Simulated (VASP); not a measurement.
# LiCl (Fm-3m) in VASP: further runs

The runs below take LiCl through single point, relaxation of cell and atoms, with LDA.

Everything below comes from runs of VASP 6.6.1. Logs are shortened: lines on timing, memory, paths and dates and some standing lists are left out, and cuts for length are marked.

## (1) The cell of the first run

Symmetry: Fm-3m, No. 225, cubic system. Conventional cell: a = 5.130 Å, b = 5.130 Å, c = 5.130 Å, α = 90.00°, β = 90.00°, γ = 90.00°. Li (site symmetry m-3m) has 6 Cl at 2.56 Å within 3.4 Å. Cl (site symmetry m-3m) has 6 Li at 2.56 Å within 3.4 Å.

## (2) Single point, LDA

The input, INCAR:

```
SYSTEM = LiCl
  ALGO = Normal
  EDIFF = 1E-6
  ENCUT = 750
  GGA = CA
  GGA_COMPAT = .False.
  ISIF = 2
  ISMEAR = 0
  LASPH = .True.
  LCHARG = .False.
  LREAL = .False.
  LWAVE = .False.
  NBANDS = 12
  NELM = 120
  PREC = Accurate
  SIGMA = 0.1
```

The input, KPOINTS:

```
k-points
0
Gamma
  6 6 6
  0 0 0
```

The input, POSCAR:

```
LiCl
1.0
    0.0000000000      2.5647600000      2.5647600000
    2.5647600000      0.0000000000      2.5647600000
    2.5647600000      2.5647600000      0.0000000000
Li Cl
1 1
Direct
    0.0000000000      0.0000000000      0.0000000000
    0.5000000000      0.5000000000      0.5000000000
```

Potentials or basis: VASP PAW LDA potentials, release 64 (Li_sv, Cl).

The run is started by

```console
$ cat potpaw_LDA.64/Li_sv/POTCAR potpaw_LDA.64/Cl/POTCAR > POTCAR
$ mpirun -np 1 vasp_std > vasp.out
```

OUTCAR:

```text
SYSTEM = LiCl
   EDIFF = 1E-6
   ENCUT = 750
   GGA = CA
   ISIF = 2
   ISMEAR = 0
   LASPH = .True.
   LREAL = .False.
   NELM = 120
   PREC = Accurate

 ion  position               nearest neighbor table
   1  0.000  0.000  0.000-   2 2.56   2 2.56   2 2.56   2 2.56   2 2.56   2 2.56
   2  0.500  0.500  0.500-   1 2.56   1 2.56   1 2.56   1 2.56   1 2.56   1 2.56

  LATTYP: Found a face centered cubic cell.
 ALAT       =     5.1295200000

  Lattice vectors:

 A1 = (   0.0000000000,   2.5647600000,   2.5647600000)
 A2 = (   2.5647600000,   0.0000000000,   2.5647600000)
 A3 = (   2.5647600000,   2.5647600000,   0.0000000000)

Analysis of symmetry for initial positions (statically):
=====================================================================
 Subroutine PRICEL returns:
 Original cell was already a primitive cell.

 Routine SETGRP: Setting up the symmetry group for a
 face centered cubic supercell.

 Subroutine GETGRP returns: Found 48 space group operations
 (whereof 48 operations were pure point group operations)
 out of a pool of 48 trial point group operations.

The static configuration has the point symmetry O_h .

Analysis of symmetry for dynamics (positions and initial velocities):
=====================================================================
 Subroutine PRICEL returns:
 Original cell was already a primitive cell.

 Routine SETGRP: Setting up the symmetry group for a
 face centered cubic supercell.

 Subroutine GETGRP returns: Found 48 space group operations
 (whereof 48 operations were pure point group operations)
 out of a pool of 48 trial point group operations.

The dynamic configuration has the point symmetry O_h .

 Subroutine INISYM returns: Found 48 space group operations
 (whereof 48 operations are pure point group operations),
 and found     1 'primitive' translations

----------------------------------------------------------------------------------------

                                     Primitive cell

  volume of cell :      33.7420

  direct lattice vectors                    reciprocal lattice vectors
     0.000000000  2.564760000  2.564760000    -0.194950015  0.194950015  0.194950015
     2.564760000  0.000000000  2.564760000     0.194950015 -0.194950015  0.194950015
     2.564760000  2.564760000  0.000000000     0.194950015  0.194950015 -0.194950015

  length of vectors
     3.627118376  3.627118376  3.627118376     0.337663331  0.337663331  0.337663331

  position of ions in fractional coordinates (direct lattice)
[... 78 lines left out ...]
   POTIM  = 0.5000    time-step for ionic-motion
   TEBEG  =    0.0;   TEEND  =   0.0 temperature during run
   PSTRESS=    0.0 pullay stress
   NELECT =      10.0000    total number of electrons
   NUPDOWN=      -1.0000    fix difference up-down
   EMIN   =  10.00;   EMAX   =-10.00  energy-range for DOS
   EFERMI =   0.00;   METHOD = LEGACY
   ISMEAR =     0;   SIGMA  =   0.10  broadening in eV -4-tet -1-fermi 0-gaus
   EFERMI_NEDOS =   21; number of points for ismear=-14 and -15
   IALGO  =     38    algorithm
   IMIX   =      4    mixing-type and parameters
     AMIX     =   0.40;   BMIX     =  1.00
     AMIX_MAG =   1.60;   BMIX_MAG =  1.00
  volume/ion in A,a.u.               =      16.87       113.85
  Fermi-wavevector in a.u.,A,eV,Ry     =   1.091486  2.062609 16.209183  1.191341
  Thomas-Fermi vector in A             =   2.227732
   LORBIT       =      0    0 simple, 1 ext, 2 COOP (PROOUT), +10 PAW based schemes
   GGA     = CA    functional components
   LHFCALC =     F    Hartree Fock is set to
   AEXX    =    0.0000 exact exchange contribution
   IVDW    =     0    specifies the selected vdW correction
   LEPSILON=     F    determine dielectric tensor
   LRPA    =     F    only Hartree local field effects (RPA)
 non-spin polarized calculation
 Gauss-broadening in eV      SIGMA  =   0.10
  energy-cutoff  :      750.00
  volume of cell :       33.74
 maximum number of plane-waves:      1591
   NGX = 17   NGY = 17   NGZ = 17

 number of electron      10.0000002 magnetization

 Free energy of the ion-electron system (eV)
  ---------------------------------------------------
  ext. energy  EPLUGINS =         0.00000000
  ---------------------------------------------------
  free energy    TOTEN  =        -8.05940644 eV

  energy without entropy =       -8.05940644  energy(sigma->0) =       -8.05940644

 E-fermi :   0.9384     XC(G=0):  -9.1647

 val. band max:        0.4523369415   @ k =   0.0000   0.0000   0.0000
 cond. band min:       6.4493747689   @ k =   0.0000   0.0000   0.0000
 fundamental gap:      5.9970378274
 Fermi energy:         0.9383584302

 k-point     1 :       0.0000    0.0000    0.0000
  band No.  band energies     occupation
      1     -42.0066      2.00000
      2     -12.8742      2.00000
      3       0.4523      2.00000
      4       0.4523      2.00000
      5       0.4523      2.00000
      6       6.4494      0.00000
      7      12.1879      0.00000
      8      12.1879      0.00000
      9      12.1879      0.00000
     10      14.5636      0.00000
     11      14.5636      0.00000
     12      14.5636      0.00000
[... 211 lines left out ...]
 k-point    16 :      -0.3333    0.5000    0.1667
  band No.  band energies     occupation
      1     -42.0023      2.00000
      2     -12.0364      2.00000
      3      -2.1688      2.00000
      4      -1.2640      2.00000
      5      -0.6519      2.00000
      6       8.9279      0.00000
      7       9.5871      0.00000
      8      11.4913      0.00000
      9      11.5898      0.00000
     10      15.0092      0.00000
     11      17.4414      0.00000
     12      19.1274      0.00000

------------------------ aborting loop because EDIFF is reached ----------------------------------------

  FORCE on cell =-STRESS in cart. coord.  units (eV):
  Direction    XX          YY          ZZ          XY          YZ          ZX
  --------------------------------------------------------------------------------------
  -------------------------------------------------------------------------------------
  Total       -0.6940125     -0.6940125     -0.6940125      0.0000000      0.0000000      0.0000000
  in kB      -32.9539649    -32.9539649    -32.9539649      0.0000000      0.0000000      0.0000000
  external PRESSURE =     -32.9539649 kB  Pullay stress =       0.0000000 kB

 VOLUME and BASIS-vectors are now :
 -----------------------------------------------------------------------------
  energy-cutoff  :      750.00
  volume of cell :       33.74
      direct lattice vectors                 reciprocal lattice vectors
     0.000000000  2.564760000  2.564760000    -0.194950015  0.194950015  0.194950015
     2.564760000  0.000000000  2.564760000     0.194950015 -0.194950015  0.194950015
     2.564760000  2.564760000  0.000000000     0.194950015  0.194950015 -0.194950015

 POSITION                                       TOTAL-FORCE (eV/Angst)
 -----------------------------------------------------------------------------------
      0.00000      0.00000      0.00000         0.000000      0.000000     -0.000000
      2.56476      2.56476      2.56476         0.000000      0.000000      0.000000
 -----------------------------------------------------------------------------------
    total drift:                               -0.000000     -0.000000      0.000000

  FREE ENERGIE OF THE ION-ELECTRON SYSTEM (eV)
  ---------------------------------------------------
  free  energy   TOTEN  =        -8.0594064437 eV

  energy  without entropy=       -8.0594064437  energy(sigma->0) =       -8.05940644
```

stdout:

```text
POSCAR found type information on POSCAR LiCl
 POSCAR found :  2 types and       2 ions
 scaLAPACK will be used
 LDA part: xc-table for (Slater(with rela. corr.)+CA(PZ))
 , standard interpolation
 POSCAR, INCAR and KPOINTS ok, starting setup
 FFT: planning ... GRIDC
 FFT: planning ... GRID_SOFT
 FFT: planning ... GRID
 WAVECAR not read
 entering main loop
```

Wall time 16 s (1 thread of Intel Xeon 8259CL, shared host); peak memory 0.15 GiB.

Results:

- Free energy: -8.0594 eV
- Pressure: -3.3 GPa
- Band gap on the k mesh: 6.00 eV

Caveat: the cell stands under tension. A k mesh can miss the band edges.

## (3) Single point, LDA

This run uses another cell than the first one, of 15.29 Å³/atom.

The input, INCAR:

```
PREC = Accurate
ENCUT = 750
EDIFF = 1E-6
ISMEAR = 0
SIGMA = 0.02
LREAL = False
LASPH = True
NELM = 120
ALGO = Normal
ISIF = 2
LWAVE = False
LCHARG = False
NBANDS = 12
GGA_COMPAT = False
```

The input, KPOINTS:

```
Automatic mesh
0
Gamma
  8 8 8
```

The input, POSCAR:

```
LiCl
1.0
    0.0000000000      2.4820709611      2.4820709611
    2.4820709611      0.0000000000      2.4820709611
    2.4820709611      2.4820709611      0.0000000000
Li Cl
1 1
Direct
    0.0000000000      0.0000000000      0.0000000000
    0.5000000000      0.5000000000      0.5000000000
```

Potentials or basis: VASP PAW LDA potentials, release 64 (Li_sv, Cl).

The run is started by

```console
$ cat potpaw_LDA.64/Li_sv/POTCAR potpaw_LDA.64/Cl/POTCAR > POTCAR
$ mpirun -np 1 vasp_std > vasp.out
```

Wall time 21 s (1 thread of Intel Xeon 8259CL, shared host); peak memory 0.15 GiB.

Results (log left out):

```yaml
Free_energy: -8.0945 eV
Pressure: -0.1 GPa
Band_gap_on_the_k_mesh: 6.51 eV (least direct gap 6.61 eV)
```

Levels at points of the mesh, in eV from the valence-band top:
| k point | band 2 | band 3 | band 4 | band 5 | band 6 | band 7 | band 8 | band 9 |
| --- | --- | --- | --- | --- | --- | --- | --- | --- |
| (0.00, 0.00, 0.00) | -13.70 | 0.00 | 0.00 | 0.00 | 6.61 | 11.81 | 11.81 | 11.81 |
| (0.50, 0.00, 0.00) | -12.97 | -3.32 | -0.30 | -0.30 | 6.51 | 9.24 | 9.24 | 13.70 |
| (0.50, 0.50, 0.00) | -12.64 | -3.48 | -1.34 | -1.34 | 7.84 | 7.85 | 12.96 | 14.48 |

A k mesh can miss the band edges. As with any semilocal functional, this LDA gap is likely too small.

## (4) Single point, LDA

This run uses another cell than the first one, of 15.29 Å³/atom.

The input, INCAR:

```
  PREC = Accurate
  ENCUT = 750
  EDIFF = 1E-6
  ISMEAR = 0
  SIGMA = 0.02
  LREAL = False
  LASPH = True
  NELM = 120
  ALGO = Normal
  ISIF = 2
  LWAVE = False
  LCHARG = False
  GGA = CA
  NBANDS = 12
  GGA_COMPAT = False
```

The input, KPOINTS:

```
regular mesh
0
Gamma
  8 8 8
```

POSCAR is that of step 3.

The run is started by

```console
$ cat potpaw_LDA.64/Li_sv/POTCAR potpaw_LDA.64/Cl/POTCAR > POTCAR
$ mpirun -np 1 vasp_std > vasp.out
```

It took 22 s on 1 thread of Intel Xeon 8259CL, shared host; peak memory 0.15 GiB.

It converged, with:

```yaml
Free_energy: -8.0945 eV
Pressure: -0.1 GPa
Band_gap_on_the_k_mesh: 6.51 eV (least direct gap 6.61 eV)
```

Levels at points of the mesh, in eV from the valence-band top:
```
           k point  band 1  band 2  band 3  band 4  band 5  band 6  band 7  band 8  band 9  band 10
(0.00, 0.00, 0.00)  -42.33  -13.70    0.00    0.00    0.00    6.61   11.81   11.81   11.81    14.68
(0.50, 0.00, 0.00)  -42.33  -12.97   -3.32   -0.30   -0.30    6.51    9.24    9.24   13.70    17.20
(0.50, 0.50, 0.00)  -42.32  -12.64   -3.48   -1.34   -1.34    7.84    7.85   12.96   14.48    14.48
```

## (5) Single point, LDA

This run uses another cell than the first one, of 15.29 Å³/atom.

The input, INCAR:

```
PREC = Accurate ; ENCUT = 750
EDIFF = 1E-6 ; ISMEAR = 0
SIGMA = 0.01 ; LREAL = F
LASPH = T ; NELM = 120
ALGO = Normal ; ISIF = 2
LWAVE = F ; LCHARG = F
GGA = CA ; NBANDS = 12
GGA_COMPAT = F
```

The input, KPOINTS:

```
Automatic mesh
0
Gamma
  8 8 8
```

POSCAR is that of step 4.

The run is started by

```console
$ cat potpaw_LDA.64/Li_sv/POTCAR potpaw_LDA.64/Cl/POTCAR > POTCAR
$ mpirun -np 1 vasp_std > vasp.out
```

Wall time 23 s (1 thread of Intel Xeon 8259CL, shared host); peak memory 0.15 GiB.

Results (log left out):

```
Free energy            : -8.0945 eV
Pressure               : -0.1 GPa
Band gap on the k mesh : 6.51 eV (least direct gap 6.61 eV)
```

Levels at points of the mesh, in eV from the valence-band top:
| k point | band 3 | band 4 | band 5 | band 6 | band 7 | band 8 |
| --- | --- | --- | --- | --- | --- | --- |
| (0.00, 0.00, 0.00) | 0.00 | 0.00 | 0.00 | 6.61 | 11.81 | 11.81 |
| (0.50, 0.00, 0.00) | -3.32 | -0.30 | -0.30 | 6.51 | 9.24 | 9.24 |
| (0.50, 0.50, 0.00) | -3.48 | -1.34 | -1.34 | 7.84 | 7.85 | 12.96 |

## (6) Relaxation of cell and atoms, LDA

This run uses another cell than the first one, of 15.29 Å³/atom.

The input, INCAR:

```
PREC = Accurate
ENCUT = 750
EDIFF = 1E-7
ISMEAR = 0
SIGMA = 0.02
LREAL = F
LASPH = T
NELM = 120
ALGO = Normal
ISIF = 3
LWAVE = F
LCHARG = F
IBRION = 2
NSW = 100
EDIFFG = -0.005
GGA_COMPAT = F
NELMIN = 4
```

The input, KPOINTS:

```
regular mesh
0
Gamma
  8 8 8
```

POSCAR is that of step 5.

Potentials or basis: VASP PAW LDA potentials, release 64 (Li_sv, Cl).

The run is started by

```console
$ cat potpaw_LDA.64/Li_sv/POTCAR potpaw_LDA.64/Cl/POTCAR > POTCAR
$ mpirun -np 1 vasp_std > vasp.out
```

Wall time 20 s (1 thread of Intel Xeon 8259CL, shared host); peak memory 0.15 GiB.

Results (log left out):

```yaml
Free_energy: -8.0945 eV
Relaxed_volume: 15.28 Å³/atom
Relaxed_cell: a = 3.509 Å, b = 3.509 Å, c = 3.509 Å, α = 60.00°, β = 60.00°, γ = 60.00°
Space_group_after_relaxing_to_0.1_Å: Fm-3m (No. 225)
Energy_gained_by_relaxing: 0.0 meV/atom
Ionic_steps: 2
Pressure_after_relaxing: 0.0 GPa
Band_gap_on_the_k_mesh: 6.52 eV (least direct gap 6.62 eV)
```

Final structure:
```xyz
2
Lattice="0.0000 2.4813 2.4813 2.4813 0.0000 2.4813 2.4813 2.4813 0.0000" Properties=species:S:1:pos:R:3 pbc="T T T"
Li    2.4813    4.9625    2.4813
Cl    2.4813    2.4813    2.4813
```

Levels at points of the mesh, in eV from the valence-band top:
```tsv
k point	band 2	band 3	band 4	band 5	band 6	band 7	band 8	band 9
(0.00, 0.00, 0.00)	-13.71	0.00	0.00	0.00	6.62	11.81	11.81	11.81
(0.50, 0.00, 0.00)	-12.97	-3.33	-0.31	-0.31	6.52	9.24	9.24	13.71
(0.50, 0.50, 0.00)	-12.64	-3.49	-1.34	-1.34	7.84	7.85	12.97	14.49
```

A k mesh can miss the band edges. As with any semilocal functional, this LDA gap is likely too small.

## (7) Summary

```tsv
task	cell	k mesh	smearing	gap on the mesh (eV)	pressure (GPa)
single point	a = 3.627 Å, angles 60.0°, 2 atoms	6 × 6 × 6	gaussian 0.1 eV	6.00	-3.3
single point	a = 3.510 Å, angles 60.0°, 2 atoms	8 × 8 × 8	gaussian 0.02 eV	6.51	-0.1
single point	a = 3.510 Å, angles 60.0°, 2 atoms	8 × 8 × 8	gaussian 0.01 eV	6.51	-0.1
relaxation of cell and atoms	relaxed from a = 3.510 Å, angles 60.0°, 2 atoms	8 × 8 × 8	gaussian 0.02 eV	6.52	0.0
```

Alike in all rows: level LDA; potentials or basis VASP PAW LDA potentials, release 64 (Li_sv, Cl); no spin polarisation; cutoff (eV) 750.

Caveats: the cell stands under tension (at least some runs).

Total energies depend on the potentials used, so only differences within one code and one set of settings carry meaning.
